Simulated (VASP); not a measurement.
Input of a VASP 6.6.1 run:

INCAR

```
SYSTEM = GaAs
PREC = Accurate
ENCUT = 520
EDIFF = 1E-6
ISMEAR = 0
SIGMA = 0.1
LREAL = .FALSE.
LASPH = .TRUE.
NELM = 100
ALGO = Normal
ISIF = 2
LWAVE = .FALSE.
LCHARG = .FALSE.
GGA = PS
NBANDS = 16
```

The input KPOINTS:

```
Automatic mesh
0
G
  6 6 6
  0 0 0
```

The input POSCAR:

```
GaAs
1.0
    0.0000000000      2.8750910496      2.8750910496
    2.8750910496      0.0000000000      2.8750910496
    2.8750910496      2.8750910496      0.0000000000
Ga As
1 1
Direct
    0.0000000000      0.0000000000      0.0000000000
    0.2500000000      0.2500000000      0.2500000000
```

Potentials or basis: VASP PAW PBE potentials, release 64 (Ga_d, As).

The run is started by

```bash
$ cat potpaw_PBE.64/Ga_d/POTCAR potpaw_PBE.64/As/POTCAR > POTCAR
$ mpirun -np 1 vasp_std > vasp.out
```

Task: Estimate the band gap on the k mesh.

Result: 0.08 eV, direct.

Task: Predict the pressure.

Result: -2.8 GPa.

Caveat: the PAW data sets were made with another functional, which shifts forces and pressure a little.
